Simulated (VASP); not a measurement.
# TiSi4Ir (P4/mmm) in VASP: a series of runs

The runs below take TiSi4Ir through relaxation of cell and atoms, single point, with PBE.

Program: VASP 6.6.1. These are calculated values, not measurements. Logs are shortened: lines on timing, memory, paths and dates and some standing lists are left out, and cuts for length are marked.

**1. The cell of the first run**

It takes space group P4/mmm (No. 123, tetragonal). The conventional cell has a = 3.763 Å, b = 3.763 Å, c = 5.401 Å, α = 90.00°, β = 90.00°, γ = 90.00°. Within 3.1 Å of Ti (site symmetry 4/mmm) lie 8 Si at 2.37 Å. Within 3.0 Å of Si (site symmetry 2mm) lie 2 Ir at 2.27 Å and 2 Ti at 2.37 Å and 6 Si at 2.53 to 2.87 Å. Ir (site symmetry 4/mmm) has 8 Si at 2.27 Å within 3.0 Å.

The cell was generated, and may not be a known phase.

**2. Relaxation of cell and atoms, PBE**

File INCAR:

```
PREC     = Accurate       # precision mode
ENCUT    = 500            # plane-wave cutoff, eV
EDIFF    = 1E-7           # SCF threshold, eV
ISMEAR   = 0              # smearing method
SIGMA    = 0.1            # smearing width, eV
LREAL    = F              # projectors in reciprocal space
LASPH    = T              # aspherical terms in the spheres
NELM     = 120            # most SCF steps
ALGO     = Normal         # electronic algorithm
ISIF     = 3              # what is computed and relaxed
LWAVE    = F              # write WAVECAR
LCHARG   = F              # write CHGCAR
GGA      = PE             # functional
IBRION   = 2              # ionic algorithm
NSW      = 90             # ionic steps
EDIFFG   = -0.04          # ionic threshold
GGA_COMPAT= F            
NELMIN   = 4
```

File KPOINTS:

```
regular mesh
0
Gamma
  4 4 4
```

File POSCAR:

```
TiSi4Ir
1.0
    3.7629528200      0.0000000000      0.0000000000
    0.0000000000      3.7629528200      0.0000000000
    0.0000000000      0.0000000000      5.4006771200
Ti Si Ir
1 4 1
Direct
    0.0000000000      0.0000000000      0.0000000000
    0.5000000000      0.0000000000      0.7338745000
    0.0000000000      0.5000000000      0.2661255000
    0.5000000000      0.0000000000      0.2661255000
    0.0000000000      0.5000000000      0.7338745000
    0.5000000000      0.5000000000      0.5000000000
```

Potentials or basis: VASP PAW PBE potentials, release 64 (Ti_sv, Si, Ir).

Run with:

```console
$ cat potpaw_PBE.64/Ti_sv/POTCAR potpaw_PBE.64/Si/POTCAR potpaw_PBE.64/Ir/POTCAR > POTCAR
$ mpirun -np 1 vasp_std > vasp.out
```

OUTCAR:

```text
PREC = Accurate
   ENCUT = 500
   EDIFF = 1E-7
   ISMEAR = 0
   LREAL = F
   LASPH = T
   NELM = 120
   ISIF = 3
   GGA = PE
   IBRION = 2
   NSW = 90
   EDIFFG = -0.04
   NELMIN = 4

 ion  position               nearest neighbor table
   1  0.000  0.000  0.000-   2 2.37   3 2.37   4 2.37   5 2.37   3 2.37   5 2.37   2 2.37   4 2.37

   2  0.500  0.000  0.734-   6 2.27   6 2.27   1 2.37   1 2.37   4 2.53   5 2.66   5 2.66   5 2.66
                             5 2.66   4 2.87
   3  0.000  0.500  0.266-   6 2.27   6 2.27   1 2.37   1 2.37   5 2.53   4 2.66   4 2.66   4 2.66
                             4 2.66   5 2.87
   4  0.500  0.000  0.266-   6 2.27   6 2.27   1 2.37   1 2.37   2 2.53   3 2.66   3 2.66   3 2.66
                             3 2.66   2 2.87
   5  0.000  0.500  0.734-   6 2.27   6 2.27   1 2.37   1 2.37   3 2.53   2 2.66   2 2.66   2 2.66
                             2 2.66   3 2.87
   6  0.500  0.500  0.500-   2 2.27   3 2.27   4 2.27   5 2.27   2 2.27   4 2.27   3 2.27   5 2.27

  LATTYP: Found a simple tetragonal cell.
 ALAT       =     3.7629528200
 C/A-ratio  =     1.4352231820

  Lattice vectors:

 A1 = (   3.7629528200,   0.0000000000,   0.0000000000)
 A2 = (   0.0000000000,   3.7629528200,   0.0000000000)
 A3 = (   0.0000000000,   0.0000000000,   5.4006771200)

Analysis of symmetry for initial positions (statically):
=====================================================================
 Subroutine PRICEL returns:
 Original cell was already a primitive cell.

 Routine SETGRP: Setting up the symmetry group for a
 simple tetragonal supercell.

 Subroutine GETGRP returns: Found 16 space group operations
 (whereof 16 operations were pure point group operations)
 out of a pool of 16 trial point group operations.

The static configuration has the point symmetry D_4h.

Analysis of symmetry for dynamics (positions and initial velocities):
=====================================================================
 Subroutine PRICEL returns:
 Original cell was already a primitive cell.

 Routine SETGRP: Setting up the symmetry group for a
 simple tetragonal supercell.

 Subroutine GETGRP returns: Found 16 space group operations
 (whereof 16 operations were pure point group operations)
 out of a pool of 16 trial point group operations.

The dynamic configuration has the point symmetry D_4h.

 Subroutine INISYM returns: Found 16 space group operations
 (whereof 16 operations are pure point group operations),
 and found     1 'primitive' translations

----------------------------------------------------------------------------------------

                                     Primitive cell

  volume of cell :      76.4726

  direct lattice vectors                    reciprocal lattice vectors
     3.762952820  0.000000000  0.000000000     0.265748748  0.000000000  0.000000000
     0.000000000  3.762952820  0.000000000     0.000000000  0.265748748  0.000000000
     0.000000000  0.000000000  5.400677120     0.000000000  0.000000000  0.185161967

  length of vectors
     3.762952820  3.762952820  5.400677120     0.265748748  0.265748748  0.185161967

  position of ions in fractional coordinates (direct lattice)
     0.000000000  0.000000000  0.000000000
     0.500000000  0.000000000  0.733874500
     0.000000000  0.500000000  0.266125500
     0.500000000  0.000000000  0.266125500
     0.000000000  0.500000000  0.733874500
     0.500000000  0.500000000  0.500000000

  ion indices of the primitive-cell ions
   primitive index   ion index
                 1           1
                 2           2
                 3           3
                 4           4
                 5           5
                 6           6

----------------------------------------------------------------------------------------

 KPOINTS: regular mesh

Automatic generation of k-mesh.
 Grid dimensions read from file:
 generate k-points for:    4    4    4

 Generating k-lattice:

  Cartesian coordinates                     Fractional coordinates (reciprocal lattice)
     0.066437187  0.000000000  0.000000000     0.250000000  0.000000000  0.000000000
     0.000000000  0.066437187  0.000000000     0.000000000  0.250000000  0.000000000
     0.000000000  0.000000000  0.046290492     0.000000000  0.000000000  0.250000000

  Length of vectors
     0.066437187  0.066437187  0.046290492

  Shift w.r.t. Gamma in fractional coordinates (k-lattice)
     0.000000000  0.000000000  0.000000000

 Subroutine IBZKPT returns following result:
 ===========================================

 Found     18 irreducible k-points:

 Following reciprocal coordinates:
            Coordinates               Weight
  0.000000  0.000000  0.000000      1.000000
  0.250000  0.000000  0.000000      4.000000
  0.500000  0.000000  0.000000      2.000000
  0.250000  0.250000  0.000000      4.000000
  0.500000  0.250000  0.000000      4.000000
  0.500000  0.500000  0.000000      1.000000
[... 10 lines left out ...]
  0.500000  0.250000  0.500000      4.000000
  0.500000  0.500000  0.500000      1.000000
   k-points           NKPTS =     18   k-points in BZ     NKDIM =     18   number of bands    NBANDS=     22
   number of dos      NEDOS =    301   number of ions     NIONS =      6
   total plane-waves  NPLWV =  31360
   dimension x,y,z NGX =    28 NGY =   28 NGZ =   40
   dimension x,y,z NGXF=    56 NGYF=   56 NGZF=   80
   ions per type =               1   4   1
   NGX,Y,Z   is equivalent  to a cutoff of  12.37, 12.37, 12.31 a.u.
   NGXF,Y,Z  is equivalent  to a cutoff of  24.74, 24.74, 24.63 a.u.
 SYSTEM =  unknown system
   PREC   = accura    normal or accurate (medium, high low for compatibility)
   ISTART =      0    job   : 0-new  1-cont  2-samecut
   ICHARG =      2    charge: 1-file 2-atom 10-const
   ISPIN  =      1    spin polarized calculation?
   LNONCOLLINEAR =      F non collinear calculations
   LSORBIT =      F    spin-orbit coupling
   LASPH  =      T    aspherical Exc in radial PAW
   ENCUT  =  500.0 eV  36.75 Ry    6.06 a.u.   6.86  6.86  9.85*2*pi/ulx,y,z
   NELM   =    120;   NELMIN=  4; NELMDL= -5     # of ELM steps
   EDIFF  = 0.1E-06   stopping-criterion for ELM
   LREAL  =      F    real-space projection
   EDIFFG = -.4E-01   stopping-criterion for IOM
   NSW    =     90    number of steps for IOM
   IBRION =      2    ionic relax: 0-MD 1-quasi-New 2-CG
   NFREE  =      1    steps in history (QN), initial steepest desc. (CG)
   ISIF   =      3    stress and relaxation
   ISYM   =      2    0-nonsym 1-usesym 2-fastsym
   POTIM  = 0.5000    time-step for ionic-motion
   TEBEG  =    0.0;   TEEND  =   0.0 temperature during run
   PSTRESS=    0.0 pullay stress
   NELECT =      37.0000    total number of electrons
   NUPDOWN=      -1.0000    fix difference up-down
   EMIN   =  10.00;   EMAX   =-10.00  energy-range for DOS
   EFERMI =   0.00;   METHOD = LEGACY
   ISMEAR =     0;   SIGMA  =   0.10  broadening in eV -4-tet -1-fermi 0-gaus
   EFERMI_NEDOS =   21; number of points for ismear=-14 and -15
   IALGO  =     38    algorithm
   IMIX   =      4    mixing-type and parameters
     AMIX     =   0.40;   BMIX     =  1.00
     AMIX_MAG =   1.60;   BMIX_MAG =  1.00
  volume/ion in A,a.u.               =      12.75        86.01
  Fermi-wavevector in a.u.,A,eV,Ry     =   1.285208  2.428691 22.473561  1.651760
  Thomas-Fermi vector in A             =   2.417356
   LORBIT       =      0    0 simple, 1 ext, 2 COOP (PROOUT), +10 PAW based schemes
   GGA     = PE    functional components
   LHFCALC =     F    Hartree Fock is set to
   AEXX    =    0.0000 exact exchange contribution
   IVDW    =     0    specifies the selected vdW correction
   LEPSILON=     F    determine dielectric tensor
   LRPA    =     F    only Hartree local field effects (RPA)
 conjugate gradient relaxation of ions
 non-spin polarized calculation
 Gauss-broadening in eV      SIGMA  =   0.10
  energy-cutoff  :      500.00
  volume of cell :       76.47
 maximum number of plane-waves:      1964
 NGX is ok and might be reduce to    28
   NGX = 13   NGY = 13   NGZ = 19

--------------------------------------- Ionic step        1  -------------------------------------------

 number of electron      37.0000000 magnetization

 Free energy of the ion-electron system (eV)
  ---------------------------------------------------
  ext. energy  EPLUGINS =         0.00000000
  ---------------------------------------------------
  free energy    TOTEN  =       -35.51838785 eV

  energy without entropy =      -35.50636036  energy(sigma->0) =      -35.51237410

 E-fermi :  11.8970     XC(G=0): -12.1713

 val. band max:       11.8899973424   @ k =   0.5000   0.2500   0.0000
 cond. band min:      11.9614378155   @ k =   0.2500   0.0000   0.2500
 fundamental gap:      0.0714404731
 Fermi energy:        11.8969686412

 k-point     1 :       0.0000    0.0000    0.0000
  band No.  band energies     occupation
      1     -44.0203      2.00000
      2     -20.5459      2.00000
      3     -20.5459      2.00000
      4     -20.3329      2.00000
      5      -2.6154      2.00000
      6       2.1492      2.00000
[... 476 lines left out ...]
  energy  without entropy=      -35.5063603585  energy(sigma->0) =      -35.51237410

--------------------------------------- Ionic step        2  -------------------------------------------

 number of electron      36.9999971 magnetization

 E-fermi :   4.1209     XC(G=0):  -9.3338

 val. band max:        4.0308845210   @ k =   0.5000   0.5000   0.0000
 cond. band min:       4.1456482608   @ k =   0.5000   0.0000   0.5000
 fundamental gap:      0.1147637399
 Fermi energy:         4.1208705449

 k-point     1 :       0.0000    0.0000    0.0000
  band No.  band energies     occupation
      1     -53.3708      2.00000
      2     -29.6821      2.00000
      3     -29.6821      2.00000
      4     -29.4801      2.00000
      5      -5.2737      2.00000
      6      -3.5848      2.00000
[... 512 lines left out ...]
  FREE ENERGIE OF THE ION-ELECTRON SYSTEM (eV)
  ---------------------------------------------------
  free  energy   TOTEN  =       -39.2959022484 eV

  energy  without entropy=      -39.2760953565  energy(sigma->0) =      -39.28599880

[... ionic steps 4 to 11 ...]

--------------------------------------- Ionic step       12  -------------------------------------------

 number of electron      37.0000004 magnetization

------------------------ aborting loop because EDIFF is reached ----------------------------------------

  FORCE on cell =-STRESS in cart. coord.  units (eV):
  Direction    XX          YY          ZZ          XY          YZ          ZX
  --------------------------------------------------------------------------------------
  -------------------------------------------------------------------------------------
  Total       -0.7899367     -0.7899367     -1.6334434      0.0000000      0.0000000     -0.0000000
  in kB      -13.2739282    -13.2739282    -27.4480351      0.0000000      0.0000000     -0.0000000
  external PRESSURE =     -17.9986305 kB  Pullay stress =       0.0000000 kB
[... 65 lines left out ...]
  energy  without entropy=      -40.7338727534  energy(sigma->0) =      -40.74011332

--------------------------------------- Ionic step       14  -------------------------------------------

 number of electron      37.0000009 magnetization

 Free energy of the ion-electron system (eV)
  ---------------------------------------------------
  ext. energy  EPLUGINS =         0.00000000
  ---------------------------------------------------
  free energy    TOTEN  =       -40.74965873 eV

  energy without entropy =      -40.73633782  energy(sigma->0) =      -40.74299828

 E-fermi :   8.5872     XC(G=0): -11.2270

 val. band max:        8.5022299981   @ k =   0.2500   0.2500   0.2500
 cond. band min:       8.6412520660   @ k =   0.0000   0.0000   0.2500
 fundamental gap:      0.1390220679
 Fermi energy:         8.5872068054

 k-point     1 :       0.0000    0.0000    0.0000
  band No.  band energies     occupation
      1     -47.9576      2.00000
      2     -24.2703      2.00000
      3     -24.2703      2.00000
      4     -24.1979      2.00000
      5      -4.0926      2.00000
      6      -2.4534      2.00000
[... 472 lines left out ...]
  FREE ENERGIE OF THE ION-ELECTRON SYSTEM (eV)
  ---------------------------------------------------
  free  energy   TOTEN  =       -40.7496587273 eV

  energy  without entropy=      -40.7363378235  energy(sigma->0) =      -40.74299828

 reached required accuracy - stopping structural energy minimisation
```

Run time: 4.5 min. Hardware: 1 thread of AMD EPYC 9R45 (Zen 5), shared host; peak memory 0.16 GiB.

Results:

- Free energy: -40.7497 eV
- Relaxed volume: 15.75 Å³/atom
- Relaxed cell: a = 3.608 Å, b = 3.608 Å, c = 7.260 Å, α = 90.00°, β = 90.00°, γ = 90.00°
- Space group after relaxing (to 0.1 Å): P4/mmm (No. 123)
- Energy gained by relaxing: 871.9 meV/atom
- Ionic steps: 14
- Pressure after relaxing: 0.2 GPa
- Largest force after relaxing: 0.015 eV/Å
- Band gap on the k mesh: zero (an odd number of electrons rules out a gap without spin polarisation)

Forces in eV/Å, atoms in the order of the input:
```
Ti   0.000  0.000  0.000
Si   0.000  0.000 -0.015
Si   0.000  0.000  0.015
Si   0.000  0.000  0.015
Si   0.000  0.000 -0.015
Ir   0.000  0.000  0.000
```

Stress tensor (GPa, compression positive):
```
0.29 0.00 0.00
0.00 0.29 0.00
0.00 0.00 0.08
```

The path:
```csv
step,energy change (eV),largest force (eV/Å),pressure (GPa),volume (Å³)
1,0.0000,1.2847,63.37,76.47
2,0.7154,1.0312,-21.75,146.69
3,-3.7775,0.8253,-3.80,102.37
4,-3.8033,0.7654,-1.75,100.62
5,-3.8071,0.7344,-0.61,99.74
6,-4.1981,0.4023,-1.14,100.04
7,-4.8134,1.1175,-0.41,99.67
8,-5.0204,0.8458,-3.11,99.08
9,-5.0203,0.8480,-3.09,99.09
10,-5.1848,0.5049,2.09,93.94
11,-5.1875,0.4327,3.19,93.09
12,-5.2073,0.3399,-1.80,95.35
13,-5.2280,0.0278,0.11,94.38
14,-5.2313,0.0152,0.22,94.51
```

Final structure:
```xyz
6
Lattice="3.6080 0.0000 0.0000 0.0000 3.6080 0.0000 0.0000 0.0000 7.2599" Properties=species:S:1:pos:R:3 pbc="T T T"
Ti    0.0000    3.6080    0.0000
Si    1.8040    0.0000    5.3602
Si    0.0000    1.8040    1.8997
Si    1.8040    0.0000    1.8997
Si    0.0000    1.8040    5.3602
Ir    1.8040    1.8040    3.6300
```

Caveat: the k points lie up to 0.44 Å⁻¹ apart in the final cell, too coarse for converged energies and pressures of a metal; the volume moved by over 15 % at a fixed basis, so the end points are rough; spin-orbit coupling is left out, which moves the levels of the heavy elements; an odd number of electrons without spin polarisation forces a metal; a magnetic or distorted state may lie lower.

(Continued in part 2 of 2.)

The gap in the log of VASP goes by the Fermi energy; the results here count the filled bands.